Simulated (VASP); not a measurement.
A run of VASP 6.6.1 is set up as follows.

INCAR

```
ALGO = Normal ; EDIFF = 1E-6
ENCUT = 500 ; GGA = CA
GGA_COMPAT = F ; ISIF = 2
ISMEAR = 0 ; LASPH = T
LCHARG = T ; LELF = T
LREAL = F ; LVHAR = T
LWAVE = F ; NBANDS = 16
NELM = 120 ; PREC = Accurate
SIGMA = 0.1
```

KPOINTS

```
k-points
0
Gamma
  6 6 6
```

Contents of POSCAR:

```
GaP
1.0
    0.0000000000      2.7258124900      2.7258124900
    2.7258124900      0.0000000000      2.7258124900
    2.7258124900      2.7258124900      0.0000000000
Ga P
1 1
Direct
    0.0000000000      0.0000000000      0.0000000000
    0.2500000000      0.2500000000      0.2500000000
```

Potentials or basis: VASP PAW LDA potentials, release 64 (Ga_d, P).

Command:

```console
$ cat potpaw_LDA.64/Ga_d/POTCAR potpaw_LDA.64/P/POTCAR > POTCAR
$ mpirun -np 1 vasp_std > vasp.out
```

**Question.** Estimate the band gap on the k mesh.

**Answer.** 1.49 eV, indirect (least direct gap 1.63 eV).

**Question.** Estimate the pressure.

**Answer.** -2.7 GPa.

A k mesh can miss the band edges. LDA gaps usually lie below the measured ones, often by a third to a half.
